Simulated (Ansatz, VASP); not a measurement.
## Two plane-wave programs on ZnS7

```xyz
8
Lattice="4.7877 0.0000 0.0000 0.0000 4.7877 0.0000 0.0000 0.0000 8.5708" Properties=species:S:1:pos:R:3 pbc="T T T"
Zn    0.0000    0.0000    3.9524
S     2.3939    0.0000    4.3335
S     0.0000    2.3939    4.3335
S     1.3199    1.3199    0.3472
S     3.4678    3.4678    0.3472
S     3.4678    1.3199    0.3472
S     1.3199    3.4678    0.3472
S     2.3939    2.3939    4.8863
```

Alike in both runs: functional PBE; k mesh 6 × 6 × 4; occupations gaussian, width 0.1 eV; no spin polarisation.

Ansatz relaxed the structure, and its values are those at the end. VASP's run is a single point on that final structure, the one shown.

|  | VASP | Ansatz |
| --- | --- | --- |
| version | VASP 6.6.1 | Ansatz 0.2.0 |
| potentials or method | VASP PAW PBE potentials, release 64 (Zn, S), cutoff 520 eV | scalar-relativistic, plane waves, PAW |
| valence electrons in the cell | 54 | 54 |

VASP gave:

| Item | Value |
| --- | --- |
| gap on the k mesh at the Fermi level (eV) | none |
| pressure (GPa) | -0.2 |
| rms of the force components (eV/Å) | 0.037 |

Problem. Which values does Ansatz return?

Solution. gap on the k mesh at the Fermi level (eV): none; pressure (GPa): 0.0; rms of the force components (eV/Å): 0.004.

A gap of «none» marks a metal or a gap that the smearing closes. The functional is the same, so the differences come from potentials, cutoffs and numerics.
